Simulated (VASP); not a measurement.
Runs of VASP 6.6.1 on P. The structure is that of space group P6_3/mmc (No. 194), or close to it. The cells are those of the table. 

```tsv
cell	gap on the mesh (eV)	pressure (GPa)
a = 3.256, b = 3.256, c = 3.195 Å, angles 90.0, 90.0, 120.0°, 2 atoms	none	3.7
a = 3.387, b = 3.387, c = 3.323 Å, angles 90.0, 90.0, 120.0°, 2 atoms	none	(a)
a = 3.301, b = 3.301, c = 3.239 Å, angles 90.0, 90.0, 120.0°, 2 atoms	none	(b)
a = 3.163, b = 3.163, c = 3.104 Å, angles 90.0, 90.0, 120.0°, 2 atoms	none	14.2
a = 3.210, b = 3.210, c = 3.150 Å, angles 90.0, 90.0, 120.0°, 2 atoms	none	8.4
```

Alike in all rows: task single point; level revPBE; potentials or basis VASP PAW PBE potentials, release 64 (P); no spin polarisation; k mesh 12 × 12 × 11; cutoff (eV) 520; smearing fermi-dirac 0.1 eV.

Estimate the missing entries.

(a) -5.9; (b) -0.2.

Caveats: the PAW data sets were made with another functional, which shifts forces and pressure a little.

A gap of «none» marks levels without a gap at the run's occupations.
